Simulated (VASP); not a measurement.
A run of VASP 6.6.1 is set up as follows.

INCAR

```
SYSTEM = NaH
PREC = Accurate
ENCUT = 520
EDIFF = 1E-8
ISMEAR = -1
SIGMA = 0.02
LREAL = .FALSE.
LASPH = .TRUE.
NELM = 60
ALGO = Normal
ISIF = 2
LWAVE = .FALSE.
LCHARG = .FALSE.
GGA = PE
LEFG = .TRUE.
NBANDS = 11
```

Contents of KPOINTS:

```
Automatic mesh
0
G
  9 9 9
  0 0 0
```

The input POSCAR:

```
NaH
1.0
    0.0000000000      2.4400000000      2.4400000000
    2.4400000000      0.0000000000      2.4400000000
    2.4400000000      2.4400000000      0.0000000000
Na H
1 1
Direct
    0.0000000000      0.0000000000      0.0000000000
    0.5000000000      0.5000000000      0.5000000000
```

Potentials or basis: VASP PAW PBE potentials, release 64 (Na_pv, H).

Launch:

```console
$ cat potpaw_PBE.64/Na_pv/POTCAR potpaw_PBE.64/H/POTCAR > POTCAR
$ mpirun -np 1 vasp_std > vasp.out
```

What does it give for the pressure?

-0.7 GPa.

Predict the band gap on the k mesh.

4.01 eV, indirect (least direct gap 4.70 eV).

Caveat: without QUAD_EFG the Cq values of the log hold for a quadrupole moment of 1 mb, not for the nuclei. A k mesh can miss the band edges.
